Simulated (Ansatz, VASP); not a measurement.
Two plane-wave programs on Sn

```
Sn
1.0
     5.47048    0.00000    0.00000
    -2.73524    4.73757    0.00000
     0.00000    0.00000    3.18221
Sn
3
Direct
  0.00000 0.00000 0.00000
  0.33333 0.66667 0.50000
  0.66667 0.33333 0.50000
```

Alike in both runs: functional r2SCAN; k mesh 3 × 3 × 6; occupations gaussian, width 0.1 eV; no spin polarisation.

Ansatz relaxed the structure, and its values are those at the end. VASP's run is a single point on that final structure, the one shown.

|  | VASP | Ansatz |
| --- | --- | --- |
| version | VASP 6.6.1 | Ansatz 0.2.0 |
| potentials or method | VASP PAW PBE potentials, release 64 (Sn_d), cutoff 520 eV | scalar-relativistic, plane waves, PAW |
| valence electrons in the cell | 42 | 42 |

```tsv
	VASP	Ansatz	Ansatz less VASP
gap on the k mesh at the Fermi level (eV)	none	none	-
pressure (GPa)	-0.2	-0.2	+0.02
```

VASP's potentials were made for PBE, not for r2SCAN. A gap of «none» marks a metal or a gap that the smearing closes.

The k mesh is coarse, so the values compare programs but aren't converged.
